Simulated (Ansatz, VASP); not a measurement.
Given: the input of a run of Ansatz 0.2.0 on MgB2.

The input input.yaml:

```yaml
crystal:
  lattice:
    - [3.105431059, 0.0, 0.0]
    - [-1.5527155295, 2.6893821868, 0.0]
    - [0.0, 0.0, 3.5463318058]
  atoms:
    - { symbol: Mg, position: [0.0, 0.0, 0.0] }
    - { symbol: B, position: [0.6666666667, 0.3333333333, 0.5] }
    - { symbol: B, position: [0.3333333333, 0.6666666667, 0.5] }
hamiltonian:
  xc: r2scan
  pseudopotentials: { kind: paw }
kpoints:
  mp_grid: { grid: [10, 10, 8] }
scf:
  occupations: { method: fermi_dirac, width: 0.05 }
output:
  forces: true
  stress: true
  eigenvalues: true
```

Potentials or basis: Ansatz PAW.

Launch:

```bash
$ ansatz run input.yaml --threads 1 --pin off --max-ram 3584MiB --backend cpu --events-out ev --progress --plain --runs-dir out
```

Problem. Translate it to VASP 6.6.1. Potentials there: VASP PAW PBE potentials, release 64 (Mg_sv, B).

Solution. As run (the cutoff follows the program's own potentials):

POSCAR

```
MgB2
1.0
    3.1054310590      0.0000000000      0.0000000000
   -1.5527155295      2.6893821868      0.0000000000
    0.0000000000      0.0000000000      3.5463318058
Mg B
1 2
Direct
    0.0000000000      0.0000000000      0.0000000000
    0.6666666667      0.3333333333      0.5000000000
    0.3333333333      0.6666666667      0.5000000000
```

File INCAR.step1:

```
SYSTEM = MgB2
PREC = Accurate
ENCUT = 750
ISMEAR = -1
SIGMA = 0.05
LREAL = .False.
LASPH = .True.
NELM = 120
NBANDS = 15
GGA = PE
ALGO = Normal
EDIFF = 1E-5
LWAVE = .True.
LCHARG = .False.
GGA_COMPAT = .False.
```

INCAR.step2

```
SYSTEM = MgB2
PREC = Accurate
ENCUT = 750
EDIFF = 1E-6
ISMEAR = -1
SIGMA = 0.05
LREAL = .False.
LASPH = .True.
NELM = 120
ALGO = Normal
ISIF = 2
LWAVE = .False.
LCHARG = .False.
METAGGA = R2SCAN
LMIXTAU = .True.
NBANDS = 15
ISTART = 1
GGA_COMPAT = .False.
```

The input KPOINTS:

```
Automatic mesh
0
Gamma
  10 10 8
  0 0 0
```

Potentials or basis: VASP PAW PBE potentials, release 64 (Mg_sv, B).

The run is started by

```console
$ cat potpaw_PBE.64/Mg_sv/POTCAR potpaw_PBE.64/B/POTCAR > POTCAR
$ cp INCAR.step1 INCAR
$ mpirun -np 1 vasp_std > vasp.out
$ cp INCAR.step2 INCAR
$ mpirun -np 1 vasp_std > vasp.out
```

Both were run:

|  | VASP | Ansatz | Ansatz less VASP |
| --- | --- | --- | --- |
| gap on the k mesh at the Fermi level (eV) | none | none | - |
| pressure (GPa) | -5.1 | -5.0 | +0.11 |
| traceless stress, the component that is largest in VASP (GPa) | 0.89 | 0.84 | -0.050 |

VASP's potentials were made for PBE, not for r2SCAN. A gap of «none» marks a metal or a gap that the smearing closes.
